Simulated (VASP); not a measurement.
## C: single point with PBE+D3(BJ)

C:

```
CELL_PARAMETERS angstrom
0.00000 1.42315 -3.36094
-2.46496 0.00000 0.00000
-1.23248 9.02024 3.26346
ATOMIC_POSITIONS crystal
C 0.56368 0.95537 0.88926
C 0.76661 0.36581 0.06838
C 0.96588 0.76320 0.27360
C 0.16514 0.16059 0.47882
C 0.36441 0.55798 0.68404
C 0.83266 0.83158 0.13684
C 0.03193 0.22897 0.34206
C 0.23120 0.62636 0.54728
C 0.43046 0.02375 0.75250
C 0.62973 0.42114 0.95772
```

| Item | Value |
| --- | --- |
| Program | VASP 6.6.1 |
| Task | single point |
| Functional | PBE |
| Dispersion | D3(BJ) |
| Potentials or basis | VASP PAW PBE potentials, release 64 (C) |
| Cutoff | 520 eV |
| k mesh | 7 × 11 × 3 |
| Occupations | gaussian, width 0.05 eV |
| Spin | no spin polarisation |

| Quantity | Value |
| --- | --- |
| Pressure | 15.7 GPa |
| Largest force | 15.384 eV/Å |
| Band gap on the k mesh | 0.58 eV |
| Dispersion energy per atom | -0.154 eV |

Forces in eV/Å, atoms in the order of the input:
```
C     0.006  -2.056   0.276
C     0.006  15.377  -0.480
C     0.005  -0.346  -0.088
C     0.005  -0.168   0.015
C     0.005  -0.247  -0.004
C    -0.006   2.056  -0.276
C    -0.005   0.247   0.004
C    -0.005   0.168  -0.015
C    -0.005   0.346   0.088
C    -0.006 -15.377   0.480
```

Stress tensor (GPa, compression positive):
```
 4.30 -0.05 -0.01
-0.05 42.52 -3.11
-0.01 -3.11  0.37
```

Levels at points of the mesh, in eV from the valence-band top:
```tsv
k point	band 18	band 19	band 20	band 21	band 22	band 23
(0.00, 0.00, 0.00)	-3.19	-2.82	-2.45	2.74	3.21	4.45
```

Wall time 6.2 min on 1 thread of Oxide Virtual Turin-like Processor, on a shared host, peak memory 0.29 GiB.

Caveat: forces of over 1 eV/Å act on the atoms, so gaps and moduli don't describe the material at rest. A k mesh can miss the band edges.
